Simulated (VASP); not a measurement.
# Zn3Se2S (Cmc2_1) in VASP: single point with PBE

Aim: the single point of Zn3Se2S with PBE.

Program: VASP 6.6.1. These are calculated values, not measurements. Logs are shortened: lines on timing, memory, paths and dates and some standing lists are left out, and cuts for length are marked.

## (1) The cell of the first run

Symmetry: Cmc2_1, No. 36, orthorhombic system. The conventional cell has a = 11.940 Å, b = 6.891 Å, c = 6.529 Å, α = 90.00°, β = 90.00°, γ = 90.00°. Zn (site symmetry 1) has 1 S at 2.36 Å and 3 Se at 2.48 Å within 3.1 Å. Within 3.1 Å of Zn (site symmetry m) lie 2 S at 2.37 Å and 2 Se at 2.48 Å. Se (site symmetry 1) has 4 Zn at 2.48 Å within 3.3 Å. S (site symmetry m) has 4 Zn at 2.36 to 2.37 Å within 3.1 Å.

## (2) Single point, PBE

INCAR reads:

```
PREC = Accurate ; ENCUT = 500
EDIFF = 1E-6 ; ISMEAR = 0
SIGMA = 0.01 ; LREAL = F
LASPH = T ; NELM = 120
ALGO = Normal ; ISIF = 2
LWAVE = F ; LCHARG = F
GGA = PE ; NBANDS = 66
GGA_COMPAT = F
```

KPOINTS reads:

```
Automatic mesh
0
Gamma
  6 6 4
```

POSCAR reads:

```
Zn3Se2S
1.0
    5.9698502799     -3.4453685120      0.0000000000
    5.9698502799      3.4453685120      0.0000000000
    0.0000000000      0.0000000000      6.5286138014
Zn Se S
6 4 2
Direct
    0.1663065415      0.5121643697      0.4996003610
    0.8445212621      0.1554787379      0.5165399552
    0.4878356303      0.8336934585      0.4996003610
    0.5121643697      0.1663065415      0.9996003610
    0.1554787379      0.8445212621      0.0165399552
    0.8336934585      0.4878356303      0.9996003610
    0.1668324637      0.5033645839      0.8795840285
    0.4966354161      0.8331675363      0.8795840285
    0.5033645839      0.1668324637      0.3795840285
    0.8331675363      0.4966354161      0.3795840285
    0.8374736520      0.1625263480      0.8800912659
    0.1625263480      0.8374736520      0.3800912659
```

Potentials or basis: VASP PAW PBE potentials, release 64 (Zn, Se, S).

On the command line:

```bash
$ cat potpaw_PBE.64/Zn/POTCAR potpaw_PBE.64/Se/POTCAR potpaw_PBE.64/S/POTCAR > POTCAR
$ mpirun -np 1 vasp_std > vasp.out
```

OUTCAR:

```text
PREC = Accurate
   ENCUT = 500
   EDIFF = 1E-6
   ISMEAR = 0
   LREAL = F
   LASPH = T
   NELM = 120
   ISIF = 2
   GGA = PE

 ion  position               nearest neighbor table
   1  0.166  0.512  0.500-  12 2.36   9 2.48  10 2.48   7 2.48
   2  0.845  0.155  0.517-  12 2.37  11 2.37   9 2.48  10 2.48
   3  0.488  0.834  0.500-  12 2.36  10 2.48   9 2.48   8 2.48
   4  0.512  0.166  1.000-  11 2.36   7 2.48   8 2.48   9 2.48
   5  0.155  0.845  0.017-  11 2.37  12 2.37   7 2.48   8 2.48
   6  0.834  0.488  1.000-  11 2.36   8 2.48   7 2.48  10 2.48
   7  0.167  0.503  0.880-   4 2.48   6 2.48   5 2.48   1 2.48
   8  0.497  0.833  0.880-   6 2.48   4 2.48   5 2.48   3 2.48
   9  0.503  0.167  0.380-   1 2.48   3 2.48   2 2.48   4 2.48
  10  0.833  0.497  0.380-   3 2.48   1 2.48   2 2.48   6 2.48
  11  0.837  0.163  0.880-   4 2.36   6 2.36   5 2.37   2 2.37
  12  0.163  0.837  0.380-   1 2.36   3 2.36   2 2.37   5 2.37

  LATTYP: Found a base centered orthorhombic cell.
 ALAT       =     6.8907370240
 B/A-ratio  =     1.7327174899
 C/A-ratio  =     0.9474478243

  Lattice vectors:

 A1 = (  -5.9698502799,  -3.4453685120,   0.0000000000)
 A2 = (   5.9698502799,  -3.4453685120,   0.0000000000)
 A3 = (   0.0000000000,   0.0000000000,   6.5286138014)

Analysis of symmetry for initial positions (statically):
=====================================================================
 Subroutine PRICEL returns:
 Original cell was already a primitive cell.

 Routine SETGRP: Setting up the symmetry group for a
 base centered orthorhombic supercell.

 Subroutine GETGRP returns: Found  4 space group operations
 (whereof  2 operations were pure point group operations)
 out of a pool of  8 trial point group operations.

The static configuration has the point symmetry C_1h.
 The point group associated with its full space group is C_2v.

Analysis of symmetry for dynamics (positions and initial velocities):
=====================================================================
 Subroutine PRICEL returns:
 Original cell was already a primitive cell.

 Routine SETGRP: Setting up the symmetry group for a
 base centered orthorhombic supercell.

 Subroutine GETGRP returns: Found  4 space group operations
 (whereof  2 operations were pure point group operations)
 out of a pool of  8 trial point group operations.

The dynamic configuration has the point symmetry C_1h.
 The point group associated with its full space group is C_2v.
[... 124 lines left out ...]
   NFREE  =      0    steps in history (QN), initial steepest desc. (CG)
   ISIF   =      2    stress and relaxation
   ISYM   =      2    0-nonsym 1-usesym 2-fastsym
   POTIM  = 0.5000    time-step for ionic-motion
   TEBEG  =    0.0;   TEEND  =   0.0 temperature during run
   PSTRESS=    0.0 pullay stress
   NELECT =     108.0000    total number of electrons
   NUPDOWN=      -1.0000    fix difference up-down
   EMIN   =  10.00;   EMAX   =-10.00  energy-range for DOS
   EFERMI =   0.00;   METHOD = LEGACY
   ISMEAR =     0;   SIGMA  =   0.01  broadening in eV -4-tet -1-fermi 0-gaus
   EFERMI_NEDOS =   21; number of points for ismear=-14 and -15
   IALGO  =     38    algorithm
   IMIX   =      4    mixing-type and parameters
     AMIX     =   0.40;   BMIX     =  1.00
     AMIX_MAG =   1.60;   BMIX_MAG =  1.00
  volume/ion in A,a.u.               =      22.38       151.03
  Fermi-wavevector in a.u.,A,eV,Ry     =   1.208368  2.283485 19.866606  1.460154
  Thomas-Fermi vector in A             =   2.343978
   LORBIT       =      0    0 simple, 1 ext, 2 COOP (PROOUT), +10 PAW based schemes
   GGA     = PE    functional components
   LHFCALC =     F    Hartree Fock is set to
   AEXX    =    0.0000 exact exchange contribution
   IVDW    =     0    specifies the selected vdW correction
   LEPSILON=     F    determine dielectric tensor
   LRPA    =     F    only Hartree local field effects (RPA)
 non-spin polarized calculation
 Gauss-broadening in eV      SIGMA  =   0.01
  energy-cutoff  :      500.00
  volume of cell :      268.57
 maximum number of plane-waves:      6840
   NGX = 25   NGY = 25   NGZ = 23

 number of electron     108.0000012 magnetization

 Free energy of the ion-electron system (eV)
  ---------------------------------------------------
  ext. energy  EPLUGINS =         0.00000000
  ---------------------------------------------------
  free energy    TOTEN  =       -37.73630769 eV

  energy without entropy =      -37.73630769  energy(sigma->0) =      -37.73630769

 E-fermi :   1.6302     XC(G=0):  -9.2821

 val. band max:        1.5325821412   @ k =   0.0000   0.0000   0.0000
 cond. band min:       3.0034734964   @ k =   0.0000   0.0000   0.0000
 fundamental gap:      1.4708913552
 Fermi energy:         1.6302155788

 k-point     1 :       0.0000    0.0000    0.0000
  band No.  band energies     occupation
      1     -11.5272      2.00000
      2     -10.7641      2.00000
      3     -10.5921      2.00000
      4     -10.5678      2.00000
      5     -10.4887      2.00000
      6     -10.4877      2.00000
[... 1645 lines left out ...]
     65       7.3318      0.00000
     66       7.3615      0.00000

 [... further k-points ...]
[... 5 lines left out ...]
  --------------------------------------------------------------------------------------
  -------------------------------------------------------------------------------------
  Total        0.2765110      0.2815290      0.2768839      0.0000000      0.0000000      0.0000000
  in kB        1.6495779      1.6795139      1.6518026      0.0000000      0.0000000      0.0000000
  external PRESSURE =       1.6602981 kB  Pullay stress =       0.0000000 kB

 VOLUME and BASIS-vectors are now :
 -----------------------------------------------------------------------------
  energy-cutoff  :      500.00
  volume of cell :      268.57
      direct lattice vectors                 reciprocal lattice vectors
     5.969850280 -3.445368512  0.000000000     0.083754194 -0.145122357  0.000000000
     5.969850280  3.445368512  0.000000000     0.083754194  0.145122357  0.000000000
     0.000000000  0.000000000  6.528613801     0.000000000  0.000000000  0.153171872

 POSITION                                       TOTAL-FORCE (eV/Angst)
 -----------------------------------------------------------------------------------
      4.05037      1.19161      3.26170         0.002278      0.001096     -0.000504
      5.96985     -2.37401      3.37229        -0.000000     -0.002728      0.002793
      7.88933      1.19161      3.26170        -0.002278      0.001096     -0.000504
      4.05037     -1.19161      6.52600         0.002278     -0.001096     -0.000504
      5.96985      2.37401      0.10798        -0.000000      0.002728      0.002793
      7.88933     -1.19161      6.52600        -0.002278     -0.001096     -0.000504
      4.00098      1.15948      5.74246         0.000446      0.000308     -0.000092
      7.93872      1.15948      5.74246        -0.000446      0.000308     -0.000092
      4.00098     -1.15948      2.47816         0.000446     -0.000308     -0.000092
      7.93872     -1.15948      2.47816        -0.000446     -0.000308     -0.000092
      5.96985     -2.32544      5.74578        -0.000000     -0.000677     -0.001600
      5.96985      2.32544      2.48147        -0.000000      0.000677     -0.001600
 -----------------------------------------------------------------------------------
    total drift:                                0.000002     -0.000000      0.000083

  FREE ENERGIE OF THE ION-ELECTRON SYSTEM (eV)
  ---------------------------------------------------
  free  energy   TOTEN  =       -37.7363076908 eV

  energy  without entropy=      -37.7363076908  energy(sigma->0) =      -37.73630769
```

stdout:

```text
POSCAR found type information on POSCAR ZnSeS
 POSCAR found :  3 types and      12 ions
 scaLAPACK will be used
 LDA part: xc-table for (Slater+PW92), standard interpolation
 POSCAR, INCAR and KPOINTS ok, starting setup
 FFT: planning ... GRIDC
 FFT: planning ... GRID_SOFT
 FFT: planning ... GRID
 WAVECAR not read
 entering main loop
```

Wall time 25 min (1 thread of Intel Xeon 8259CL, shared host); peak memory 0.65 GiB.

What came out:

```yaml
Free_energy: -37.7363 eV
Pressure: 0.2 GPa
Largest_force: 0.004 eV/Å
Band_gap_on_the_k_mesh: 1.47 eV
```

Forces on the atoms (eV/Å):
```
Zn   0.002  0.001 -0.001
Zn   0.000 -0.003  0.003
Zn  -0.002  0.001 -0.001
Zn   0.002 -0.001 -0.001
Zn   0.000  0.003  0.003
Zn  -0.002 -0.001 -0.001
Se   0.000  0.000  0.000
Se   0.000  0.000  0.000
Se   0.000  0.000  0.000
Se   0.000  0.000  0.000
S    0.000 -0.001 -0.002
S    0.000  0.001 -0.002
```
